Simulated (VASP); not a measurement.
# CdSe (CdSe (P6_3mc)) (P6_3mc) in VASP: notebook, part 2 of 2

VASP 6.6.1. The steps go on from the part before.

### 3 Relaxation of cell and atoms, r2SCAN

This run uses another cell than the first one, of 28.99 Å³/atom, 1.004 times its volume.

The input, POSCAR:

```
CdSe
1.0
    4.3460854000      0.0000000000      0.0000000000
   -2.1730427000      3.7638203000      0.0000000000
    0.0000000000      0.0000000000      7.0898399000
Cd Se
2 2
Direct
    0.6666666700      0.3333333300      0.4999533600
    0.3333333300      0.6666666700      0.9999533600
    0.6666666700      0.3333333300      0.8759066400
    0.3333333300      0.6666666700      0.3759066400
```

The input, INCAR.step1:

```
PREC = Accurate ; ENCUT = 600
ISMEAR = 0 ; SIGMA = 0.01
LREAL = False ; LASPH = True
NELM = 80 ; GGA = PE
ALGO = Normal ; EDIFF = 1E-4
LWAVE = True ; LCHARG = False
```

The input, INCAR.step2:

```
PREC = Accurate ; ENCUT = 600
EDIFF = 1E-6 ; ISMEAR = 0
SIGMA = 0.01 ; LREAL = False
LASPH = True ; NELM = 80
ALGO = Normal ; ISIF = 3
LWAVE = False ; LCHARG = False
METAGGA = R2SCAN ; LMIXTAU = True
IBRION = 2 ; NSW = 80
EDIFFG = -0.005 ; ISTART = 1
```

The input, KPOINTS:

```
Automatic mesh
0
Gamma
  7 7 4
```

Potentials or basis: VASP PAW PBE potentials, release 64 (Cd, Se).

Run with:

```
$ cat potpaw_PBE.64/Cd/POTCAR potpaw_PBE.64/Se/POTCAR > POTCAR
$ cp INCAR.step1 INCAR
$ mpirun -np 1 vasp_std > vasp.out
$ cp INCAR.step2 INCAR
$ mpirun -np 1 vasp_std > vasp.out
```

OUTCAR:

```text
PREC = Accurate
   ENCUT = 600
   EDIFF = 1E-6
   ISMEAR = 0
   LREAL = False
   LASPH = True
   NELM = 80
   ISIF = 3
   METAGGA = R2SCAN
   IBRION = 2
   NSW = 80
   EDIFFG = -0.005
   ISTART = 1

 ion  position               nearest neighbor table
   1  0.667  0.333  0.500-   4 2.66   4 2.66   4 2.66   3 2.67
   2  0.333  0.667  1.000-   3 2.66   3 2.66   3 2.66   4 2.67
   3  0.667  0.333  0.876-   2 2.66   2 2.66   2 2.66   1 2.67
   4  0.333  0.667  0.376-   1 2.66   1 2.66   1 2.66   2 2.67

  LATTYP: Found a hexagonal cell.
 ALAT       =     4.3460854000
 C/A-ratio  =     1.6313162875

  Lattice vectors:

 A1 = (   4.3460854000,   0.0000000000,   0.0000000000)
 A2 = (  -2.1730427000,   3.7638203000,   0.0000000000)
 A3 = (   0.0000000000,   0.0000000000,   7.0898399000)

Analysis of symmetry for initial positions (statically):
=====================================================================
 Subroutine PRICEL returns:
 Original cell was already a primitive cell.

 Routine SETGRP: Setting up the symmetry group for a
 hexagonal supercell.

 Subroutine GETGRP returns: Found 12 space group operations
 (whereof  6 operations were pure point group operations)
 out of a pool of 24 trial point group operations.

The static configuration has the point symmetry C_3v.
 The point group associated with its full space group is C_6v.

Analysis of symmetry for dynamics (positions and initial velocities):
=====================================================================
 Subroutine PRICEL returns:
 Original cell was already a primitive cell.

 Routine SETGRP: Setting up the symmetry group for a
 hexagonal supercell.

 Subroutine GETGRP returns: Found 12 space group operations
 (whereof  6 operations were pure point group operations)
 out of a pool of 24 trial point group operations.

The dynamic configuration has the point symmetry C_3v.
 The point group associated with its full space group is C_6v.

 Subroutine INISYM returns: Found 12 space group operations
 (whereof  6 operations are pure point group operations),
 and found     1 'primitive' translations

----------------------------------------------------------------------------------------

                                     Primitive cell

  volume of cell :     115.9748

  direct lattice vectors                    reciprocal lattice vectors
     4.346085400  0.000000000  0.000000000     0.230092119  0.132843749  0.000000000
    -2.173042700  3.763820300  0.000000000     0.000000000  0.265687498  0.000000000
     0.000000000  0.000000000  7.089839900     0.000000000  0.000000000  0.141046909

  length of vectors
[... 113 lines left out ...]
   IVDW    =     0    specifies the selected vdW correction
   LEPSILON=     F    determine dielectric tensor
   LRPA    =     F    only Hartree local field effects (RPA)
 conjugate gradient relaxation of ions
 non-spin polarized calculation
 Gauss-broadening in eV      SIGMA  =   0.01
  energy-cutoff  :      600.00
  volume of cell :      115.97
 maximum number of plane-waves:      3897
 NGX is ok and might be reduce to    36
   NGX = 17   NGY = 17   NGZ = 29

--------------------------------------- Ionic step        1  -------------------------------------------

 number of electron      36.0000009 magnetization

 Free energy of the ion-electron system (eV)
  ---------------------------------------------------
  ext. energy  EPLUGINS =         0.00000000
  ---------------------------------------------------
  free energy    TOTEN  =       -71.83321976 eV

  energy without entropy =      -71.83321976  energy(sigma->0) =      -71.83321976

------------------------ aborting loop because EDIFF is reached ----------------------------------------

  FORCE on cell =-STRESS in cart. coord.  units (eV):
  Direction    XX          YY          ZZ          XY          YZ          ZX
  --------------------------------------------------------------------------------------
  -------------------------------------------------------------------------------------
  Total       -0.0174408     -0.0174408     -0.0434617      0.0000000      0.0000000      0.0000000
  in kB       -0.2409420     -0.2409419     -0.6004179      0.0000000      0.0000000      0.0000000
  external PRESSURE =      -0.3607673 kB  Pullay stress =       0.0000000 kB

 VOLUME and BASIS-vectors are now :
 -----------------------------------------------------------------------------
  energy-cutoff  :      600.00
  volume of cell :      115.97
      direct lattice vectors                 reciprocal lattice vectors
     4.346085400  0.000000000  0.000000000     0.230092119  0.132843749  0.000000000
    -2.173042700  3.763820300  0.000000000     0.000000000  0.265687498  0.000000000
     0.000000000  0.000000000  7.089839900     0.000000000  0.000000000  0.141046909

 POSITION                                       TOTAL-FORCE (eV/Angst)
 -----------------------------------------------------------------------------------
      2.17304      1.25461      3.54459         0.000000      0.000000      0.003597
     -0.00000      2.50921      7.08951        -0.000000      0.000000      0.003597
      2.17304      1.25461      6.21004         0.000000     -0.000000     -0.003597
     -0.00000      2.50921      2.66512        -0.000000      0.000000     -0.003597
 -----------------------------------------------------------------------------------
    total drift:                               -0.000013      0.000007     -0.003159

  FREE ENERGIE OF THE ION-ELECTRON SYSTEM (eV)
  ---------------------------------------------------
  free  energy   TOTEN  =       -71.8332197563 eV

  energy  without entropy=      -71.8332197563  energy(sigma->0) =      -71.83321976

--------------------------------------- Ionic step        2  -------------------------------------------

 number of electron      36.0000008 magnetization

 Free energy of the ion-electron system (eV)
  ---------------------------------------------------
  ext. energy  EPLUGINS =         0.00000000
  ---------------------------------------------------
  free energy    TOTEN  =       -71.83323418 eV

  energy without entropy =      -71.83323418  energy(sigma->0) =      -71.83323418

 E-fermi :   0.5010     XC(G=0):  -9.2805

 val. band max:        0.4169390659   @ k =   0.0000   0.0000   0.0000
 cond. band min:       1.5023750199   @ k =   0.0000   0.0000   0.0000
 fundamental gap:      1.0854359540
 Fermi energy:         0.5010120768

 k-point     1 :       0.0000    0.0000    0.0000
  band No.  band energies     occupation
      1     -12.4422      2.00000
      2     -12.0829      2.00000
      3      -7.6492      2.00000
      4      -7.6434      2.00000
      5      -7.6434      2.00000
      6      -7.5755      2.00000
[... 589 lines left out ...]
     21       6.4871      0.00000
     22       6.4871      0.00000

------------------------ aborting loop because EDIFF is reached ----------------------------------------

  FORCE on cell =-STRESS in cart. coord.  units (eV):
  Direction    XX          YY          ZZ          XY          YZ          ZX
  --------------------------------------------------------------------------------------
  -------------------------------------------------------------------------------------
  Total        0.0092538      0.0092538      0.0097721      0.0000000      0.0000000      0.0000000
  in kB        0.1279608      0.1279608      0.1351275      0.0000000      0.0000000      0.0000000
  external PRESSURE =       0.1303497 kB  Pullay stress =       0.0000000 kB

 VOLUME and BASIS-vectors are now :
 -----------------------------------------------------------------------------
  energy-cutoff  :      600.00
  volume of cell :      115.87
      direct lattice vectors                 reciprocal lattice vectors
     4.345171213  0.000000000  0.000000000     0.230140529  0.132871698  0.000000000
    -2.172585607  3.763028591 -0.000000000     0.000000000  0.265743397  0.000000000
     0.000000000  0.000000000  7.086123570     0.000000000  0.000000000  0.141120881

 POSITION                                       TOTAL-FORCE (eV/Angst)
 -----------------------------------------------------------------------------------
      2.17259      1.25434      3.54290        -0.000000      0.000000      0.000019
     -0.00000      2.50869      7.08597         0.000000     -0.000000      0.000019
      2.17259      1.25434      6.20661        -0.000000     -0.000000     -0.000019
     -0.00000      2.50869      2.66355         0.000000     -0.000000     -0.000019
 -----------------------------------------------------------------------------------
    total drift:                               -0.000013      0.000007     -0.003152

  FREE ENERGIE OF THE ION-ELECTRON SYSTEM (eV)
  ---------------------------------------------------
  free  energy   TOTEN  =       -71.8332341837 eV

  energy  without entropy=      -71.8332341837  energy(sigma->0) =      -71.83323418

 reached required accuracy - stopping structural energy minimisation
```

It took 3.7 min on 1 thread of Intel Xeon 6975P-C (Granite Rapids), shared host; peak memory 0.33 GiB.

Results:

* Free energy: -71.8332 eV
* Relaxed volume: 28.97 Å³/atom
* Relaxed cell: a = 4.345 Å, b = 4.345 Å, c = 7.086 Å, α = 90.00°, β = 90.00°, γ = 120.00°
* Space group after relaxing (to 0.05 Å): P6_3mc (No. 186)
* Energy gained by relaxing: 0.0 meV/atom
* Ionic steps: 2
* Pressure after relaxing: 0.0 GPa
* Band gap on the k mesh: 1.09 eV, direct

Final structure:
```
Cd Se
1.0
     4.34517    0.00000    0.00000
    -2.17259    3.76303    0.00000
     0.00000    0.00000    7.08612
Cd Se
2 2
Direct
  0.66667 0.33333 0.49998
  0.33333 0.66667 0.99998
  0.66667 0.33333 0.87588
  0.33333 0.66667 0.37588
```

Levels at points of the mesh, in eV from the valence-band top:
```csv
k point,band 14,band 15,band 16,band 17,band 18,band 19,band 20,band 21,band 22
"(0.00, 0.00, 0.00)",-0.73,-0.73,-0.04,0.00,0.00,1.09,2.63,6.38,6.38
"(0.00, 0.00, 0.50)",-2.56,-0.38,-0.38,-0.38,-0.38,2.77,2.77,6.26,6.26
```

Caveat: the PAW data sets were made with another functional, which shifts forces and pressure a little.
